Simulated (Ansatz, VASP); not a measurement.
BeTe: VASP beside Ansatz

File INCAR:

```
ALGO = Normal ; EDIFF = 1E-6
ENCUT = 520 ; GGA = CA
ISIF = 2 ; ISMEAR = 0
LASPH = True ; LCHARG = False
LREAL = False ; LWAVE = False
NBANDS = 11 ; NELM = 100
PREC = Accurate ; SIGMA = 0.01
```

KPOINTS

```
k-points
0
Gamma
  8 8 8
```

The input POSCAR:

```
BeTe
1.0
    2.7216804648      2.7216804648      0.0000000000
   -2.7216804648      2.7216804648      0.0000000000
    0.0000000000      2.7216804648      2.8214384606
Be Te
1 1
Direct
    0.0000000000      0.0000000000      0.0000000000
    0.7500000000      0.2500000000      0.5000000000
```

Input for Ansatz:

```yaml
crystal:
  lattice:
    - [2.72168046476, 2.72168046476, 0.0]
    - [-2.72168046476, 2.72168046476, 0.0]
    - [0.0, 2.72168046476, 2.82143846063]
  atoms:
    - { symbol: Be, position: [0.0, 0.0, 0.0] }
    - { symbol: Te, position: [0.75, 0.25, 0.5] }
kpoints:
  mp_grid: { grid: [8, 8, 8] }
scf:
  occupations: { method: fixed }
  convergence: { dr2_threshold: 1.0e-10 }
hamiltonian:
  xc: lda
  pseudopotentials: { kind: all_electron, lapw: { basis_error: 0.0005 } }
output:
  forces: true
  stress: true
  eigenstates:
    kpoints:
      - [0.0, 0.0, 0.0]
      - [-0.5, 0.5, 0.0]
      - [-0.5, -0.5, -0.5]
      - [0.0, 0.0, -0.5]
      - [0.0, -0.5, -0.5]
      - [0.0, 0.5, 0.0]
      - [-0.5, 0.0, 0.0]
      - [-0.5, 0.0, -0.5]
  eigenvalues: true
```

Change from the starting cell: film at in-plane strain -0.02.

Alike in both runs: task single point; functional LDA; k mesh 8 × 8 × 8; no spin polarisation.

|  | VASP | Ansatz |
| --- | --- | --- |
| version | VASP 6.6.1 | Ansatz 0.2.0 |
| potentials or method | VASP PAW LDA potentials, release 64 (Be, Te), cutoff 520 eV | all-electron LAPW, scalar-relativistic |
| occupations | gaussian, width 0.01 eV | fixed |

```csv
,VASP,Ansatz,Ansatz less VASP
gap on the k mesh at the Fermi level (eV),1.55,1.57,+0.020
pressure (GPa),2.0,1.7,-0.30
"traceless stress, the component that is largest in VASP (GPa)",-1.64,-1.65,-0.005
```

LDA's correlation is that of Perdew and Zunger in VASP and of Perdew and Wang (1992) in Ansatz. Ansatz ran all-electron here, and VASP with PAW potentials.

Neither program's run includes spin-orbit coupling.
